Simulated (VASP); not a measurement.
Here is a VASP 6.6.1 calculation.

Contents of INCAR:

```
SYSTEM = Ti12H
  PREC = Accurate
  ENCUT = 400
  EDIFF = 1E-6
  ISMEAR = 0
  SIGMA = 0.1
  LREAL = .False.
  LASPH = .True.
  NELM = 120
  ALGO = Normal
  ISIF = 2
  LWAVE = .False.
  LCHARG = .True.
  LDIPOL = .True.
  IDIPOL = 3
  DIPOL = 0.5 0.5 0.317
  GGA = PE
  LELF = .True.
  LVHAR = .True.
  LVACPOTAV = .True.
  NBANDS = 84
  GGA_COMPAT = .False.
  NELMDL = -8
```

Contents of KPOINTS:

```
Automatic mesh
0
Gamma
  5 5 1
  0 0 0
```

POSCAR

```
Ti12H
1.0
    5.8150893848      0.0000000000      0.0000000000
    0.0000000000      5.8150893848      0.0000000000
    0.0000000000      0.0000000000     19.3059824399
Ti H
12 1
Direct
    0.2500000000      0.2500000000      0.2071896632
    0.2500000000      0.7500000000      0.2071896632
    0.7500000000      0.2500000000      0.2071896632
    0.7500000000      0.7500000000      0.2071896632
    0.0000000000      0.0000000000      0.3057583539
    0.0000000000      0.5000000000      0.3057583539
    0.5000000000      0.0000000000      0.3057583539
    0.5000000000      0.5000000000      0.3057583539
    0.2500000000      0.2500000000      0.4043297182
    0.2500000000      0.7500000000      0.4043297182
    0.7500000000      0.2500000000      0.4043297182
    0.7500000000      0.7500000000      0.4043297182
    0.4166666667      0.5000000000      0.4559494572
```

Potentials or basis: VASP PAW PBE potentials, release 64 (Ti_sv, H).

Command:

```bash
$ cat potpaw_PBE.64/Ti_sv/POTCAR potpaw_PBE.64/H/POTCAR > POTCAR
$ mpirun -np 1 vasp_std > vasp.out
```

Question: Predict the band gap on the k mesh.

Answer: Zero (an odd number of electrons rules out a gap without spin polarisation).

Question: Predict the largest force.

Answer: 0.430 eV/Å.

Forces on the atoms (eV/Å):
```
Ti   0.002  0.002  0.025
Ti   0.002 -0.002  0.025
Ti  -0.010  0.001  0.040
Ti  -0.010 -0.001  0.040
Ti  -0.032  0.000 -0.179
Ti  -0.022  0.000 -0.017
Ti   0.070  0.000 -0.044
Ti  -0.004  0.000 -0.430
Ti  -0.056  0.350  0.154
Ti  -0.056 -0.350  0.154
Ti  -0.133 -0.062  0.103
Ti  -0.133  0.062  0.103
H    0.381  0.000  0.028
```
